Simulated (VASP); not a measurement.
A run of VASP 6.6.1 is set up as follows.

INCAR

```
SYSTEM = Ti
  PREC = Accurate
  ENCUT = 600
  EDIFF = 1E-7
  ISMEAR = -1
  SIGMA = 0.05
  LREAL = .False.
  LASPH = .True.
  NELM = 100
  ALGO = Normal
  ISIF = 3
  LWAVE = .False.
  LCHARG = .False.
  GGA = B5
  ALDAX = 1.0
  AGGAX = 1.0
  AGGAC = 1.0
  ALDAC = 0.0
  IVDW = 12
  VDW_S6 = 1.0
  VDW_S8 = 2.6996
  VDW_A1 = 0.4298
  VDW_A2 = 4.2359
  IBRION = 2
  NSW = 80
  EDIFFG = -0.01
```

Contents of KPOINTS:

```
regular mesh
0
Gamma
  8 8 11
  0 0 0
```

Contents of POSCAR:

```
Ti
1.0
    4.6000000000      0.0000000000      0.0000000000
   -2.3000000000      3.9837168574      0.0000000000
    0.0000000000      0.0000000000      2.8200000000
Ti
3
Direct
    0.0000000000      0.0000000000      0.0000000000
    0.3333333333      0.6666666667      0.5000000000
    0.6666666667      0.3333333333      0.5000000000
```

Potentials or basis: VASP PAW PBE potentials, release 64 (Ti_sv).

Command:

```sh
$ cat potpaw_PBE.64/Ti_sv/POTCAR > POTCAR
$ mpirun -np 1 vasp_std > vasp.out
```

Task: Predict the dispersion energy per atom.

Result: -1.619 eV.

Task: Predict the relaxed volume.

Result: 15.35 Å³/atom.

Task: What does it give for the space group after relaxing (to 0.1 Å)?

Result: P6/mmm (No. 191).

The path:
```
step  energy change (eV)  largest force (eV/Å)  pressure (GPa)  volume (Å³)
   1              0.0000                0.0000          -11.97        51.68
   2             -0.1172                0.0000           11.43        42.63
   3             -0.2312                0.0000           -0.05        46.08
   4             -0.2312                0.0000            0.24        45.97
   5             -0.2326                0.0000            0.20        45.97
   6             -0.2326                0.0000            0.20        45.97
   7             -0.2326                0.0000           -0.14        46.10
   8             -0.2326                0.0000           -0.03        46.06
```

Caveat: the dispersion term is far too large for a dense solid, which distorts pressure and volume; the PAW data sets were made with another functional, which shifts forces and pressure a little.
